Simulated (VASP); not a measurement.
# PtSe (F-43m) in VASP: settings compared

The runs below take PtSe through single point, relaxation of cell and atoms, with PBEsol-based global hybrid with 25 % exact exchange, HSE06, PBE-based screened hybrid with 25 % exact exchange.

Everything below comes from runs of VASP 6.6.1. Logs are shortened: lines on timing, memory, paths and dates and some standing lists are left out, and cuts for length are marked.

### Step 1. The cell of the first run

It takes space group F-43m (No. 216, cubic). Conventional cell: a = 6.075 Å, b = 6.075 Å, c = 6.075 Å, α = 90.00°, β = 90.00°, γ = 90.00°. Within 3.5 Å of Pt (site symmetry -43m) lie 4 Se at 2.63 Å. Within 3.5 Å of Se (site symmetry -43m) lie 4 Pt at 2.63 Å.

### Step 2. Single point, PBEsol-based global hybrid with 25 % exact exchange

Input file POSCAR:

```
PtSe
1.0
    0.0000000000      3.0374472300      3.0374472300
    3.0374472300      0.0000000000      3.0374472300
    3.0374472300      3.0374472300      0.0000000000
Pt Se
1 1
Direct
    0.0000000000      0.0000000000      0.0000000000
    0.2500000000      0.2500000000      0.2500000000
```

Input file INCAR.step1:

```
  ALGO = Normal
  EDIFF = 1E-5
  ENCUT = 520
  GGA = PE
  ISIF = 2
  ISMEAR = -1
  LASPH = True
  LREAL = False
  LWAVE = True
  NBANDS = 15
  NELM = 60
  PREC = Accurate
  SIGMA = 0.05
```

Input file INCAR.step2:

```
  AEXX = 0.25
  ALGO = Normal
  EDIFF = 1E-6
  ENCUT = 520
  GGA = PS
  ISIF = 2
  ISMEAR = -1
  ISTART = 1
  LASPH = True
  LCHARG = True
  LELF = True
  LHFCALC = True
  LREAL = False
  LVHAR = True
  LWAVE = False
  NBANDS = 15
  NELM = 60
  PREC = Accurate
  PRECFOCK = Normal
  SIGMA = 0.05
```

Input file KPOINTS:

```
k-points
0
Gamma
  4 4 4
```

Potentials or basis: VASP PAW PBE potentials, release 64 (Pt, Se).

Launch:

```sh
$ cat potpaw_PBE.64/Pt/POTCAR potpaw_PBE.64/Se/POTCAR > POTCAR
$ cp INCAR.step1 INCAR
$ mpirun -np 1 vasp_std > vasp.out
$ cp INCAR.step2 INCAR
$ mpirun -np 1 vasp_std > vasp.out
```

OUTCAR:

```text
AEXX = 0.25
   EDIFF = 1E-6
   ENCUT = 520
   GGA = PS
   ISIF = 2
   ISMEAR = -1
   ISTART = 1
   LASPH = True
   LHFCALC = True
   LREAL = False
   NELM = 60
   PREC = Accurate
   PRECFOCK = Normal

 ion  position               nearest neighbor table
   1  0.000  0.000  0.000-   2 2.63   2 2.63   2 2.63   2 2.63
   2  0.250  0.250  0.250-   1 2.63   1 2.63   1 2.63   1 2.63

  LATTYP: Found a face centered cubic cell.
 ALAT       =     6.0748944600

  Lattice vectors:

 A1 = (   0.0000000000,   3.0374472300,   3.0374472300)
 A2 = (   3.0374472300,   0.0000000000,   3.0374472300)
 A3 = (   3.0374472300,   3.0374472300,   0.0000000000)

Analysis of symmetry for initial positions (statically):
=====================================================================
 Subroutine PRICEL returns:
 Original cell was already a primitive cell.

 Routine SETGRP: Setting up the symmetry group for a
 face centered cubic supercell.

 Subroutine GETGRP returns: Found 24 space group operations
 (whereof 24 operations were pure point group operations)
 out of a pool of 48 trial point group operations.

The static configuration has the point symmetry T_d .

Analysis of symmetry for dynamics (positions and initial velocities):
=====================================================================
 Subroutine PRICEL returns:
 Original cell was already a primitive cell.

 Routine SETGRP: Setting up the symmetry group for a
 face centered cubic supercell.

 Subroutine GETGRP returns: Found 24 space group operations
 (whereof 24 operations were pure point group operations)
 out of a pool of 48 trial point group operations.

The dynamic configuration has the point symmetry T_d .

 Subroutine INISYM returns: Found 24 space group operations
 (whereof 24 operations are pure point group operations),
 and found     1 'primitive' translations

----------------------------------------------------------------------------------------

                                     Primitive cell

  volume of cell :      56.0475

  direct lattice vectors                    reciprocal lattice vectors
     0.000000000  3.037447230  3.037447230    -0.164611913  0.164611913  0.164611913
     3.037447230  0.000000000  3.037447230     0.164611913 -0.164611913  0.164611913
     3.037447230  3.037447230  0.000000000     0.164611913  0.164611913 -0.164611913

  length of vectors
     4.295599068  4.295599068  4.295599068     0.285116197  0.285116197  0.285116197

[... 80 lines left out ...]
   IALGO  =     38    algorithm
   IMIX   =      1    mixing-type and parameters
     AMIX     =   0.40;   BMIX     =  1.00
     AMIX_MAG =   1.60;   BMIX_MAG =  1.00
  volume/ion in A,a.u.               =      28.02       189.11
  Fermi-wavevector in a.u.,A,eV,Ry     =   1.077944  2.037018 15.809462  1.161963
  Thomas-Fermi vector in A             =   2.213869
   LORBIT       =      0    0 simple, 1 ext, 2 COOP (PROOUT), +10 PAW based schemes
   GGA     = PS    functional components
   LHFCALC =     T    Hartree Fock is set to
   PRECFOCK=normal    Normal, Fast or Accurate (Low or Medium for compatibility)
   ENCUT4O =  -1.0   cutoff for four orbital integrals eV
   NKREDX  =     1    reduce k-point grid by
   NKREDY  =     1    reduce k-point grid by
   NKREDZ  =     1    reduce k-point grid by
   AEXX    =    0.2500 exact exchange contribution
   HFSCREEN=    0.0000 screening length (either q_TF or 0.3 A-1)
   HFSCREENC=   0.0000 screening length for correlation (either q_TF or 0.3 A-1)
   ENCUTFOCK=  -1.0 apply spherical cutoff to Coloumb kernel
   IVDW    =     0    specifies the selected vdW correction
   LEPSILON=     F    determine dielectric tensor
   LRPA    =     F    only Hartree local field effects (RPA)
 non-spin polarized calculation
  energy-cutoff  :      520.00
  volume of cell :       56.05
 maximum number of plane-waves:      1540
  NGX = 24; NGY = 24; NGZ = 24

 number of electron      16.0000002 magnetization

 Free energy of the ion-electron system (eV)
  ---------------------------------------------------
  ext. energy  EPLUGINS =         0.00000000
  ---------------------------------------------------
  free energy    TOTEN  =       -12.26289395 eV

  energy without entropy =      -12.23702316  energy(sigma->0) =      -12.24995856

 E-fermi :   2.3211     XC(G=0):  -7.3866

 val. band max:        1.8473975666   @ k =   0.2500   0.2500   0.0000
 cond. band min:       2.3294785154   @ k =   0.5000   0.2500   0.0000
 fundamental gap:      0.4820809489
 Fermi energy:         2.3211298362

 k-point     1 :       0.0000    0.0000    0.0000
  band No.  band energies     occupation
      1     -13.0126      2.00000
      2      -2.9232      2.00000
      3      -2.9231      2.00000
      4      -2.9231      2.00000
      5      -0.7014      2.00000
      6      -0.7014      2.00000
      7       3.7335      0.00000
      8       4.8908      0.00000
      9       4.8908      0.00000
     10       4.8908      0.00000
     11      10.2241      0.00000
     12      10.2241      0.00000
     13      10.2241      0.00000
     14      13.7118      0.00000
[... 113 lines left out ...]
      2      -3.0573      2.00000
      3      -2.9101      2.00000
      4      -1.9868      2.00000
      5      -0.6893      2.00000
      6      -0.3616      2.00000
      7       0.0494      2.00000
      8       0.3761      2.00000
      9       1.6484      2.00000
     10       8.7312      0.00000
     11       9.6425      0.00000
     12      10.7084      0.00000
     13      11.6743      0.00000
     14      15.3426      0.00000
     15      16.6214      0.00000

------------------------ aborting loop because EDIFF is reached ----------------------------------------

  FORCE on cell =-STRESS in cart. coord.  units (eV):
  Direction    XX          YY          ZZ          XY          YZ          ZX
  --------------------------------------------------------------------------------------
  -------------------------------------------------------------------------------------
  Total       -5.6472645     -5.6472645     -5.6472645      0.0000000     -0.0000000      0.0000000
  in kB     -161.4330636   -161.4330636   -161.4330636      0.0000000     -0.0000000      0.0000000
  external PRESSURE =    -161.4330636 kB  Pullay stress =       0.0000000 kB

 VOLUME and BASIS-vectors are now :
 -----------------------------------------------------------------------------
  energy-cutoff  :      520.00
  volume of cell :       56.05
      direct lattice vectors                 reciprocal lattice vectors
     0.000000000  3.037447230  3.037447230    -0.164611913  0.164611913  0.164611913
     3.037447230  0.000000000  3.037447230     0.164611913 -0.164611913  0.164611913
     3.037447230  3.037447230  0.000000000     0.164611913  0.164611913 -0.164611913

 POSITION                                       TOTAL-FORCE (eV/Angst)
 -----------------------------------------------------------------------------------
      0.00000      0.00000      0.00000        -0.000000     -0.000000     -0.000000
      1.51872      1.51872      1.51872         0.000000      0.000000      0.000000
 -----------------------------------------------------------------------------------
    total drift:                                0.000031      0.000059      0.000013

  FREE ENERGIE OF THE ION-ELECTRON SYSTEM (eV)
  ---------------------------------------------------
  free  energy   TOTEN  =       -12.2628939484 eV

  energy  without entropy=      -12.2370231650  energy(sigma->0) =      -12.24995856
```

OUTCAR.step1:

```text
EDIFF = 1E-5
   ENCUT = 520
   GGA = PE
   ISIF = 2
   ISMEAR = -1
[... 345 lines left out ...]
 -----------------------------------------------------------------------------------
      0.00000      0.00000      0.00000        -0.000000     -0.000000     -0.000000
      1.51872      1.51872      1.51872         0.000000      0.000000      0.000000
 -----------------------------------------------------------------------------------
    total drift:                               -0.000000     -0.000000     -0.000000

  FREE ENERGIE OF THE ION-ELECTRON SYSTEM (eV)
  ---------------------------------------------------
  free  energy   TOTEN  =        -9.1462097743 eV

  energy  without entropy=       -9.1159165792  energy(sigma->0) =       -9.13106318
```

It took 6.3 min on 1 thread of Intel Xeon Platinum 8259CL at 2.50GHz (Skylake/Cascade Lake), shared host; peak memory 0.19 GiB.

Results:

```
Free energy            : -12.2629 eV
Pressure               : -16.1 GPa
Band gap on the k mesh : zero (bands 8 and 9 overlap by 3.80 eV)
```

Caveat: the k points lie up to 0.45 Å⁻¹ apart, too coarse for converged energies and pressures of a metal; the PAW data sets were made with another functional, which shifts forces and pressure a little; spin-orbit coupling is left out, which moves the levels of the heavy elements.

### Step 3. Relaxation of cell and atoms, HSE06

POSCAR is that of step 2.

Input file INCAR.step1:

```
  PREC = Accurate
  ENCUT = 600
  EDIFF = 1E-5
  ISMEAR = -1
  SIGMA = 0.05
  LREAL = F
  LASPH = T
  NELM = 60
  ALGO = Normal
  LWAVE = T
  LCHARG = F
  GGA = PE
  NBANDS = 15
```

Input file INCAR.step2:

```
  PREC = Accurate
  ENCUT = 600
  EDIFF = 1E-6
  ISMEAR = -1
  SIGMA = 0.05
  LREAL = F
  LASPH = T
  NELM = 60
  ALGO = Normal
  ISIF = 3
  LWAVE = F
  LCHARG = F
  GGA = PE
  LHFCALC = T
  HFSCREEN = 0.2079
  PRECFOCK = Normal
  IBRION = 2
  NSW = 60
  EDIFFG = -0.01
  ISTART = 1
```

Input file KPOINTS:

```
Automatic mesh
0
Gamma
  4 4 4
```

Potentials or basis: VASP PAW PBE potentials, release 64 (Pt, Se).

Launch:

```sh
$ cat potpaw_PBE.64/Pt/POTCAR potpaw_PBE.64/Se/POTCAR > POTCAR
$ cp INCAR.step1 INCAR
$ mpirun -np 1 vasp_std > vasp.out
$ cp INCAR.step2 INCAR
$ mpirun -np 1 vasp_std > vasp.out
```

OUTCAR:

```text
PREC = Accurate
   ENCUT = 600
   EDIFF = 1E-6
   ISMEAR = -1
   LREAL = F
   LASPH = T
   NELM = 60
   ISIF = 3
   GGA = PE
   LHFCALC = T
   HFSCREEN = 0.2079
   PRECFOCK = Normal
   IBRION = 2
   NSW = 60
   EDIFFG = -0.01
   ISTART = 1

 ion  position               nearest neighbor table
   1  0.000  0.000  0.000-   2 2.63   2 2.63   2 2.63   2 2.63
   2  0.250  0.250  0.250-   1 2.63   1 2.63   1 2.63   1 2.63

  LATTYP: Found a face centered cubic cell.
 ALAT       =     6.0748944600

  Lattice vectors:

 A1 = (   0.0000000000,   3.0374472300,   3.0374472300)
 A2 = (   3.0374472300,   0.0000000000,   3.0374472300)
 A3 = (   3.0374472300,   3.0374472300,   0.0000000000)

Analysis of symmetry for initial positions (statically):
=====================================================================
 Subroutine PRICEL returns:
 Original cell was already a primitive cell.

 Routine SETGRP: Setting up the symmetry group for a
 face centered cubic supercell.

 Subroutine GETGRP returns: Found 24 space group operations
 (whereof 24 operations were pure point group operations)
 out of a pool of 48 trial point group operations.

The static configuration has the point symmetry T_d .

Analysis of symmetry for dynamics (positions and initial velocities):
=====================================================================
 Subroutine PRICEL returns:
[... 141 lines left out ...]
 number of electron      15.9999999 magnetization

 Free energy of the ion-electron system (eV)
  ---------------------------------------------------
  ext. energy  EPLUGINS =         0.00000000
  ---------------------------------------------------
  free energy    TOTEN  =       -10.63981064 eV

  energy without entropy =      -10.61115970  energy(sigma->0) =      -10.62548517

 E-fermi :   2.4466     XC(G=0):  -7.6083

 val. band max:        2.3185661446   @ k =   0.2500   0.2500   0.0000
 cond. band min:       2.4511858720   @ k =   0.5000   0.2500   0.0000
 fundamental gap:      0.1326197274
 Fermi energy:         2.4466148935

 k-point     1 :       0.0000    0.0000    0.0000
  band No.  band energies     occupation
      1     -12.4361      2.00000
      2      -2.3857      2.00000
      3      -2.3857      2.00000
      4      -2.3857      2.00000
      5      -0.1818      2.00000
      6      -0.1818      2.00000
      7       3.6252      0.00000
      8       4.6539      0.00000
      9       4.6539      0.00000
     10       4.6539      0.00000
     11      10.0108      0.00000
     12      10.0108      0.00000
[... 210 lines left out ...]
--------------------------------------- Ionic step        4  -------------------------------------------

 number of electron      16.0000000 magnetization

 Free energy of the ion-electron system (eV)
  ---------------------------------------------------
  ext. energy  EPLUGINS =         0.00000000
  ---------------------------------------------------
  free energy    TOTEN  =       -11.27626127 eV

  energy without entropy =      -11.25321122  energy(sigma->0) =      -11.26473624

 E-fermi :   4.8756     XC(G=0):  -8.4992

 val. band max:        4.8308734739   @ k =   0.5000   0.2500   0.0000
 cond. band min:       5.2480672250   @ k =   0.2500   0.2500   0.0000
 fundamental gap:      0.4171937511
 Fermi energy:         4.8755567162

 k-point     1 :       0.0000    0.0000    0.0000
  band No.  band energies     occupation
      1     -11.3509      2.00000
      2      -1.3930      2.00000
      3      -1.3930      2.00000
      4      -1.3930      2.00000
      5       1.4112      2.00000
      6       1.4113      2.00000
      7       6.7207      0.00000
      8       8.0868      0.00000
      9       8.0868      0.00000
     10       8.0868      0.00000
     11      12.7083      0.00000
     12      12.7083      0.00000
[... 132 lines left out ...]
  FREE ENERGIE OF THE ION-ELECTRON SYSTEM (eV)
  ---------------------------------------------------
  free  energy   TOTEN  =       -11.2762612674 eV

  energy  without entropy=      -11.2532112159  energy(sigma->0) =      -11.26473624

 reached required accuracy - stopping structural energy minimisation
```

OUTCAR.step1:

```text
PREC = Accurate
   ENCUT = 600
   EDIFF = 1E-5
   ISMEAR = -1
   LREAL = F
[... 346 lines left out ...]
      0.00000      0.00000      0.00000         0.000000      0.000000      0.000000
      1.51872      1.51872      1.51872        -0.000000     -0.000000     -0.000000
 -----------------------------------------------------------------------------------
    total drift:                                0.000000      0.000000      0.000000

  FREE ENERGIE OF THE ION-ELECTRON SYSTEM (eV)
  ---------------------------------------------------
  free  energy   TOTEN  =        -9.1462662536 eV

  energy  without entropy=       -9.1159723203  energy(sigma->0) =       -9.13111929
```

Run time: 35 min. Hardware: 1 thread of Intel Xeon Platinum 8488C (Sapphire Rapids), shared host; peak memory 0.34 GiB.

What came out:

```
Free energy                           : -11.2763 eV
Relaxed volume                        : 22.23 Å³/atom
Relaxed cell                          : a = 3.976 Å, b = 3.976 Å, c = 3.976 Å, α = 60.00°, β = 60.00°, γ = 60.00°
Space group after relaxing (to 0.1 Å) : F-43m (No. 216)
Energy gained by relaxing             : 318.2 meV/atom
Ionic steps                           : 4
Pressure after relaxing               : 0.0 GPa
Band gap on the k mesh                : zero (bands 8 and 9 overlap by 4.52 eV)
```

The path:
| step | energy change (eV) | largest force (eV/Å) | pressure (GPa) | volume (Å³) |
| --- | --- | --- | --- | --- |
| 1 | 0.0000 | 0.0000 | -13.60 | 56.05 |
| 2 | -0.3106 | 0.0000 | 21.39 | 38.88 |
| 3 | -0.6361 | 0.0000 | -0.49 | 44.67 |
| 4 | -0.6365 | 0.0000 | 0.03 | 44.46 |

Final structure:
```cif
data_structure
_symmetry_space_group_name_H-M 'P 1'
_symmetry_Int_Tables_number 1
_cell_length_a 3.9764
_cell_length_b 3.9764
_cell_length_c 3.9764
_cell_angle_alpha 60.000
_cell_angle_beta 60.000
_cell_angle_gamma 60.000
_cell_volume 44.46
loop_
_atom_site_label
_atom_site_type_symbol
_atom_site_fract_x
_atom_site_fract_y
_atom_site_fract_z
_atom_site_occupancy
Pt1 Pt 0.00000 0.00000 0.00000 1
Se1 Se 0.25000 0.25000 0.25000 1
```

Caveat: the k points lie up to 0.48 Å⁻¹ apart in the final cell, too coarse for converged energies and pressures of a metal; the volume moved by over 15 % at a fixed basis, so the end points are rough; the PAW data sets were made with another functional, which shifts forces and pressure a little; spin-orbit coupling is left out, which moves the levels of the heavy elements.

### Step 4. Relaxation of cell and atoms, PBE-based screened hybrid with 25 % exact exchange

POSCAR is that of step 3.

Input file INCAR.step1:

```
SYSTEM = PtSe
ALGO = Normal
EDIFF = 1E-5
ENCUT = 600
GGA = PE
ISMEAR = -1
LASPH = .TRUE.
LCHARG = .FALSE.
LREAL = .FALSE.
LWAVE = .TRUE.
NBANDS = 15
NELM = 80
PREC = Accurate
SIGMA = 0.05
```

Input file INCAR.step2:

```
SYSTEM = PtSe
AEXX = 0.25
ALGO = Normal
EDIFF = 1E-7
EDIFFG = -0.01
ENCUT = 600
GGA = PE
HFSCREEN = 0.3
IBRION = 2
ISIF = 3
ISMEAR = -1
ISTART = 1
LASPH = .TRUE.
LCHARG = .FALSE.
LHFCALC = .TRUE.
LREAL = .FALSE.
LWAVE = .FALSE.
NELM = 80
NSW = 60
PREC = Accurate
PRECFOCK = Normal
SIGMA = 0.05
```

Input file KPOINTS:

```
k-points
0
G
  4 4 4
  0 0 0
```

Launch:

```sh
$ cat potpaw_PBE.64/Pt/POTCAR potpaw_PBE.64/Se/POTCAR > POTCAR
$ cp INCAR.step1 INCAR
$ mpirun -np 1 vasp_std > vasp.out
$ cp INCAR.step2 INCAR
$ mpirun -np 1 vasp_std > vasp.out
```

It took 54 min on 1 thread of Intel Xeon Platinum 8488C (Sapphire Rapids), shared host; peak memory 0.34 GiB.

It converged, with:

| Item | Value |
| --- | --- |
| Free energy | -10.9520 eV |
| Relaxed volume | 22.32 Å³/atom |
| Relaxed cell | a = 3.982 Å, b = 3.982 Å, c = 3.982 Å, α = 60.00°, β = 60.00°, γ = 60.00° |
| Space group after relaxing (to 0.1 Å) | F-43m (No. 216) |
| Energy gained by relaxing | 303.6 meV/atom |
| Ionic steps | 4 |
| Pressure after relaxing | 0.0 GPa |
| Band gap on the k mesh | zero (bands 8 and 9 overlap by 4.30 eV) |

Step by step:
```
step  energy change (eV)  largest force (eV/Å)  pressure (GPa)  volume (Å³)
   1              0.0000                0.0000          -13.32        56.05
   2             -0.3068                0.0000           20.17        39.20
   3             -0.6068                0.0000           -0.51        44.85
   4             -0.6072                0.0000            0.00        44.64
```

Final structure:
```
Pt Se
1.0
     0.00000    2.81562    2.81562
     2.81562    0.00000    2.81562
     2.81562    2.81562    0.00000
Pt Se
1 1
Direct
  0.00000 0.00000 0.00000
  0.25000 0.25000 0.25000
```

Levels at points of the mesh, in eV from the Fermi level:
```csv
k point,band 4,band 5,band 6,band 7,band 8,band 9,band 10,band 11
"(0.00, 0.00, 0.00)",-6.12,-3.34,-3.34,1.70,3.05,3.05,3.05,7.67
"(0.50, 0.00, 0.00)",-5.74,-3.12,-3.12,-2.65,1.02,1.02,3.80,8.93
"(0.50, 0.50, 0.00)",-4.83,-3.09,-2.90,-2.67,-1.25,-1.25,5.41,6.16
```

Caveat: the k points lie up to 0.48 Å⁻¹ apart in the final cell, too coarse for converged energies and pressures of a metal; the volume moved by over 15 % at a fixed basis, so the end points are rough; the PAW data sets were made with another functional, which shifts forces and pressure a little; spin-orbit coupling is left out, which moves the levels of the heavy elements.

### Step 5. Summary

```tsv
task	level	cell	cutoff (eV)	screening parameter	gap on the mesh (eV)	pressure (GPa)	relaxed volume (Å³/atom)
single point	PBEsol-based global hybrid with 25 % exact exchange	as given	520	-	none	-16.1	-
relaxation of cell and atoms	HSE06	relaxed	600	0.2079 1/Å	none	0.0	22.23
relaxation of cell and atoms	PBE-based screened hybrid with 25 % exact exchange	relaxed	600	0.3 1/Å	none	0.0	22.32
```

Alike in all rows: potentials or basis VASP PAW PBE potentials, release 64 (Pt, Se); no spin polarisation; k mesh 4 × 4 × 4; smearing fermi-dirac 0.05 eV.

Caveats: all runs use coarse meshes; the PAW data sets were made with another functional, which shifts forces and pressure a little; spin-orbit coupling is left out, which moves the levels of the heavy elements; the volume moved by over 15 % at a fixed basis, so the end points are rough (at least some runs).

Absolute energies hang on the potentials; compare differences alone.
